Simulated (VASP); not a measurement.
A run of VASP 6.6.1 is set up as follows.

Contents of INCAR:

```
SYSTEM = SiC16
PREC = Accurate ; ENCUT = 520
EDIFF = 1E-6 ; ISMEAR = 0
SIGMA = 0.05 ; LREAL = Auto
LASPH = .True. ; NELM = 150
ALGO = Normal ; ISIF = 2
LWAVE = .False. ; LCHARG = .True.
ISPIN = 2 ; MAGMOM = 0 0 0 0 0 0 0 0 0 0 0 0 0 0 0 0 2
LORBIT = 11 ; LDIPOL = .True.
IDIPOL = 3 ; DIPOL = 0.5 0.5 0.310
GGA = PE ; IVDW = 12
LVHAR = .True. ; LVACPOTAV = .True.
NBANDS = 52 ; KPAR = 4
```

File KPOINTS:

```
Automatic mesh
0
Gamma
  6 6 1
  0 0 0
```

File POSCAR:

```
SiC16
1.0
    4.9298676323      0.0000000000      0.0000000000
    0.0000000000      4.4224271195      0.0000000000
    0.0000000000      0.0000000000     22.6937497910
C Si
16 1
Direct
    0.2500000000      0.4155274488      0.1762599851
    0.7500000000      0.4155274488      0.1762599851
    0.0000000000      0.5195584910      0.2001803947
    0.5000000000      0.5195584910      0.2001803947
    0.0000000000      0.7272227621      0.2480852155
    0.5000000000      0.7272227621      0.2480852155
    0.2500000000      0.8312538043      0.2720056251
    0.7500000000      0.8312538043      0.2720056251
    0.2500000000      0.0442051686      0.3198734326
    0.7500000000      0.0442051686      0.3198734326
    0.0000000000      0.1500808487      0.3425973485
    0.5000000000      0.1500808487      0.3425973485
    0.0000000000      0.3779776253      0.3900566375
    0.5000000000      0.3779776253      0.3900566375
    0.2500000000      0.4764186278      0.4095290499
    0.7500000000      0.4764186278      0.4095290499
    0.3333333333      0.4764186278      0.5461305384
```

Potentials or basis: VASP PAW PBE potentials, release 64 (C, Si).

Command:

```bash
$ cat potpaw_PBE.64/C/POTCAR potpaw_PBE.64/Si/POTCAR > POTCAR
$ mpirun -np 4 vasp_std > vasp.out
```

Problem. Estimate the dispersion energy per atom.

Solution. -0.122 eV.

Problem. What does it give for the largest force?

Solution. 3.214 eV/Å.

Problem. What does it give for the net moment?

Solution. -0.16 μB per cell.

Forces on the atoms (eV/Å):
```
C   -0.001  1.422  1.798
C    0.000  1.327  1.780
C    0.042 -1.993 -2.522
C   -0.040 -1.993 -2.518
C    0.012  0.726  0.985
C   -0.014  0.726  0.989
C   -0.004 -0.126 -0.215
C    0.007 -0.156 -0.260
C    0.009 -0.066 -0.069
C   -0.008 -0.130 -0.175
C   -0.195  0.399  0.149
C    0.211  0.419  0.122
C    0.124 -0.572 -0.714
C   -0.139 -0.723 -0.965
C    0.238  0.622  2.724
C   -0.111 -0.097  0.464
Si  -0.130  0.214 -1.573
```
